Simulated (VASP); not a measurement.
Wanted: the native input for a VASP 6.6.1 run.

```yaml
Task: single point
Functional: PBE0
Potentials_or_basis: VASP PAW PBE potentials, release 64 (W_sv, C)
Cutoff: 520 eV
k_mesh: 6 × 6 × 6
Occupations: fermi-dirac, width 0.05 eV
Spin: no spin polarisation
Dipole_correction: no
Grid_for_exact_exchange_PRECFOCK: Normal
Further_INCAR_settings: ALGO = Normal; EDIFF = 1e-06; NBANDS = 16
Share_of_exact_exchange: 0.25
```

Crystal: WC.

```
CELL_PARAMETERS angstrom
2.84717 0.00000 0.00000
-1.42358 2.46572 0.00000
0.00000 0.00000 2.77869
ATOMIC_POSITIONS crystal
W 0.00000 0.00000 0.00000
C 0.66667 0.33333 0.50000
```

One way to write it, as run:

POSCAR

```
WC
1.0
    2.8471670250      0.0000000000      0.0000000000
   -1.4235835125      2.4657189725      0.0000000000
    0.0000000000      0.0000000000      2.7786939560
W C
1 1
Direct
    0.0000000000      0.0000000000      0.0000000000
    0.6666666667      0.3333333333      0.5000000000
```

INCAR.step1

```
SYSTEM = WC
PREC = Accurate ; ENCUT = 520
EDIFF = 1E-5 ; ISMEAR = -1
SIGMA = 0.05 ; LREAL = .False.
LASPH = .True. ; NELM = 60
ALGO = Normal ; ISIF = 2
LWAVE = .True. ; GGA = PE
NBANDS = 16
```

INCAR.step2

```
SYSTEM = WC
PREC = Accurate ; ENCUT = 520
EDIFF = 1E-6 ; ISMEAR = -1
SIGMA = 0.05 ; LREAL = .False.
LASPH = .True. ; NELM = 60
ALGO = Normal ; ISIF = 2
LWAVE = .False. ; LCHARG = .True.
GGA = PE ; LHFCALC = .True.
AEXX = 0.25 ; PRECFOCK = Normal
LELF = .True. ; LVHAR = .True.
ISTART = 1 ; NBANDS = 16
```

KPOINTS

```
Automatic mesh
0
Gamma
  6 6 6
  0 0 0
```

Potentials or basis: VASP PAW PBE potentials, release 64 (W_sv, C).

Run with:

```sh
$ cat potpaw_PBE.64/W_sv/POTCAR potpaw_PBE.64/C/POTCAR > POTCAR
$ cp INCAR.step1 INCAR
$ mpirun -np 1 vasp_std > vasp.out
$ cp INCAR.step2 INCAR
$ mpirun -np 1 vasp_std > vasp.out
```

It gave:

The pressure is 26.1 GPa. The band gap on the k mesh is zero (bands 9 and 10 overlap by 2.26 eV).

Caveat: the k points lie up to 0.42 Å⁻¹ apart, too coarse for converged energies and pressures of a metal; the PAW data sets were made with another functional, which shifts forces and pressure a little; spin-orbit coupling is left out, which moves the levels of the heavy elements.

It took 24 min on 1 thread of Intel(R) Xeon(R) Platinum 8259CL CPU @ 2.50GHz (Skylake/Cascade Lake), with other jobs on the host, peak memory 0.16 GiB.
